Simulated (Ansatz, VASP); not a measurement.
# One calculation of KCl, two programs

```xyz
2
Lattice="0.0000 2.8980 2.8980 2.8980 0.0000 2.8980 2.8980 2.8980 0.0000" Properties=species:S:1:pos:R:3 pbc="T T T"
K     0.0000    0.0000    0.0000
Cl    2.8980    2.8980    2.8980
```

Alike in both runs: task single point; functional PBEsol; k mesh 8 × 8 × 8; occupations gaussian, width 0.05 eV; no spin polarisation.

|  | VASP | Ansatz |
| --- | --- | --- |
| version | VASP 6.6.1 | Ansatz 0.2.0 |
| potentials or method | VASP PAW PBE potentials, release 64 (K_sv, Cl), cutoff 500 eV | scalar-relativistic, plane waves, PAW |
| valence electrons in the cell | 16 | 16 |

Ansatz gave:

```
gap on the k mesh at the Fermi level (eV) : 5.95
least direct gap on the mesh (eV)         : 5.95
pressure (GPa)                            : 7.2
```

Q: What did VASP give for the same quantities?

A: gap on the k mesh at the Fermi level (eV): 5.94; least direct gap on the mesh (eV): 5.94; pressure (GPa): 7.3.

VASP's potentials were made for PBE, not for PBEsol.
